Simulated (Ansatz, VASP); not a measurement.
## Pt: VASP beside Ansatz

```
CELL_PARAMETERS angstrom
0.00000 1.94774 1.94774
1.94774 0.00000 1.94774
1.94774 1.94774 0.00000
ATOMIC_POSITIONS crystal
Pt 0.00000 0.00000 0.00000
```

Change from the starting cell: volume scaled by 0.98.

Alike in both runs: task single point; functional LDA; k mesh 12 × 12 × 12; occupations fermi-dirac, width 0.05 eV; no spin polarisation.

```csv
,VASP,Ansatz
version,VASP 6.6.1,Ansatz 0.2.0
potentials or method,"VASP PAW LDA potentials, release 64 (Pt), cutoff 520 eV","all-electron LAPW, scalar-relativistic"
```

```csv
,VASP,Ansatz,Ansatz less VASP
gap on the k mesh at the Fermi level (eV),none,none,-
pressure (GPa),0.6,-0.2,-0.80
```

LDA's correlation is that of Perdew and Zunger in VASP and of Perdew and Wang (1992) in Ansatz. A gap of «none» marks a metal or a gap that the smearing closes. Ansatz ran all-electron here, and VASP with PAW potentials.

Spin-orbit coupling is off throughout.
